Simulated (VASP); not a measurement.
The system is SrLiBr3.

```xyz
10
Lattice="-4.5464 0.0497 0.0580 0.1082 0.0588 -8.2190 0.0975 -8.5075 0.0618" Properties=species:S:1:pos:R:3 pbc="T T T"
Li   -2.0892   -5.0247   -3.5576
Li   -2.0053   -3.3985   -7.8695
Sr    0.0462   -0.9416   -5.2321
Sr   -0.0549   -7.4843   -1.0549
Br   -2.3478   -3.0193   -4.8713
Br   -2.3693   -5.2876   -1.0308
Br    0.1932   -6.3292   -3.9026
Br   -2.1597   -0.7115   -2.4681
Br   -1.9362   -7.8377   -6.8886
Br    0.1667   -2.0308   -7.8469
```

| Property | Result |
| --- | --- |
| Program | VASP 6.6.1 |
| Task | relaxation of cell and atoms |
| Functional | PBE |
| Potentials or basis | VASP PAW PBE potentials, release 64 (Li_sv, Sr_sv, Br) |
| Cutoff | 600 eV |
| k mesh | 4 × 2 × 2 |
| Occupations | gaussian, width 0.1 eV |
| Spin | no spin polarisation |

At the start: pressure 0.8 GPa; volume 31.78 Å³/atom.

**Question.** Where does the relaxation end?

**Answer.** Over 21 steps the energy falls by 64.9 meV/atom and the volume is 31.28 Å³/atom (-1.6 %); space group P1 (No. 1, to 0.1 Å) before, Pmc2_1 (No. 26, to 0.1 Å).

Step by step:
```csv
step,energy change (eV),largest force (eV/Å),pressure (GPa),volume (Å³)
1,0.0000,1.0515,0.81,317.79
2,-0.2698,0.5079,-0.16,325.12
3,-0.3778,0.3356,-1.20,336.88
4,-0.3805,0.3388,-1.09,335.31
5,-0.4849,0.3161,-0.45,324.28
6,-0.5156,0.2935,0.23,314.94
7,-0.5519,0.2027,0.15,314.89
8,-0.5833,0.2113,0.06,314.72
9,-0.6029,0.1582,-0.09,315.91
10,-0.6153,0.1160,-0.30,317.77
11,-0.6291,0.1022,0.00,313.44
12,-0.6313,0.0967,0.21,310.79
13,-0.6410,0.0684,0.11,311.60
14,-0.6428,0.0730,0.05,312.17
15,-0.6452,0.0565,-0.05,313.26
16,-0.6458,0.0460,-0.13,314.18
17,-0.6472,0.0362,-0.05,313.01
18,-0.6475,0.0407,0.02,312.13
19,-0.6481,0.0312,0.03,312.12
20,-0.6488,0.0268,0.03,312.07
21,-0.6491,0.0162,-0.03,312.79
```

Final structure:
```
Li Sr Br
1.0
    -4.40082   -0.00164    0.00258
    -0.00730   -0.00675   -8.22923
    -0.00885   -8.63700   -0.00293
Li Sr Br
2 2 6
Direct
  0.49986 0.44551 0.61642
  0.49903 0.94409 0.38500
  0.00067 0.61916 0.10860
  0.00059 0.11944 0.89124
  0.50003 0.62817 0.37546
  0.50065 0.13021 0.62374
  0.99969 0.48392 0.75682
  0.50011 0.32299 0.07205
  0.50057 0.82370 0.92674
  0.99880 0.98299 0.24393
```

Caveat: the cutoff is under 1.25 times the usual one of these potentials, so pressure, stress and relaxed cells hold a basis-set (Pulay) error.
